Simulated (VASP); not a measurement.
# MnS: relaxation of cell and atoms with PBE

MnS:

```xyz
2
Lattice="0.0000 2.6045 2.6045 2.6045 0.0000 2.6045 2.6045 2.6045 0.0000" Properties=species:S:1:pos:R:3 pbc="T T T"
Mn    0.0000    0.0000    0.0000
S     2.6045    2.6045    2.6045
```

```yaml
Program: VASP 6.6.1
Task: relaxation of cell and atoms
Functional: PBE
Potentials_or_basis: VASP PAW PBE potentials, release 64 (Mn_pv, S)
Cutoff: 600 eV
k_mesh: 7 × 7 × 7
Occupations: fermi-dirac, width 0.05 eV
Spin: collinear spin, ferromagnetic start
Starting_moments: "[4.0, 0.0] μB"
Target_pressure: 30 GPa
Dipole_correction: no
Further_INCAR_settings: ALGO = Normal; EDIFF = 1e-06; IBRION = 2; EDIFFG = -0.005; NSW = 80; ISIF = 3
```

* Relaxed volume: 12.17 Å³/atom
* Relaxed cell: a = 3.253 Å, b = 3.253 Å, c = 3.253 Å, α = 60.00°, β = 60.00°, γ = 60.00°
* Space group after relaxing (to 0.1 Å): Fm-3m (No. 225)
* Energy change on relaxing (the run minimises the enthalpy): +303.4 meV/atom
* Ionic steps: 7
* Pressure after relaxing: 30.0 GPa
* Net moment: -3.12 μB per cell
* Site moments: Mn -2.95; S -0.05 μB
* Valence electrons inside the program's atomic spheres: Mn 11.86; S 3.81

Step by step:
| step | energy change (eV) | largest force (eV/Å) | pressure (GPa) | volume (Å³) |
| --- | --- | --- | --- | --- |
| 1 | 0.0000 | 0.0000 | -3.20 | 35.33 |
| 2 | 2.1279 | 0.0000 | 88.42 | 19.72 |
| 3 | 0.5515 | 0.0000 | 27.54 | 24.64 |
| 4 | 0.5982 | 0.0000 | 29.59 | 24.38 |
| 5 | 0.6347 | 0.0000 | 31.32 | 24.18 |
| 6 | 0.5739 | 0.0000 | 28.46 | 24.51 |
| 7 | 0.6068 | 0.0000 | 30.00 | 24.33 |

Final structure:
```
Mn S
1.0
     0.00000    2.29989    2.29989
     2.29989    0.00000    2.29989
     2.29989    2.29989    0.00000
Mn S
1 1
Direct
  0.00000 0.00000 0.00000
  0.50000 0.50000 0.50000
```

Levels at points of the mesh, in eV from the Fermi level:
Spin up:
| k point | band 4 | band 5 | band 6 | band 7 | band 8 | band 9 | band 10 | band 11 | band 12 | band 13 |
| --- | --- | --- | --- | --- | --- | --- | --- | --- | --- | --- |
| (0.00, 0.00, 0.00) | -17.04 | -1.80 | -1.80 | -1.80 | -1.02 | -1.02 | -1.02 | -0.92 | -0.92 | 6.28 |
Spin down:
| k point | band 9 | band 10 | band 11 | band 12 | band 13 | band 14 |
| --- | --- | --- | --- | --- | --- | --- |
| (0.00, 0.00, 0.00) | -3.11 | -1.96 | -1.96 | -1.96 | 5.74 | 10.00 |

Run time: 6.6 min on 1 thread of Intel Xeon 8259CL (shared host), peak memory 0.21 GiB.

Caveat: the cell is relaxed towards a set pressure, so the run minimises the enthalpy, not the energy; the volume moved by over 15 % at a fixed basis, so the end points are rough; a cell with one magnetic atom can't hold antiferromagnetic order, which such compounds often take; semilocal functionals often make such compounds metallic where correlation or magnetic order opens a gap, which also shifts bond lengths. With open d or f shells a metallic result of PBE can be an artefact of self-interaction; +U or a hybrid may open a gap.
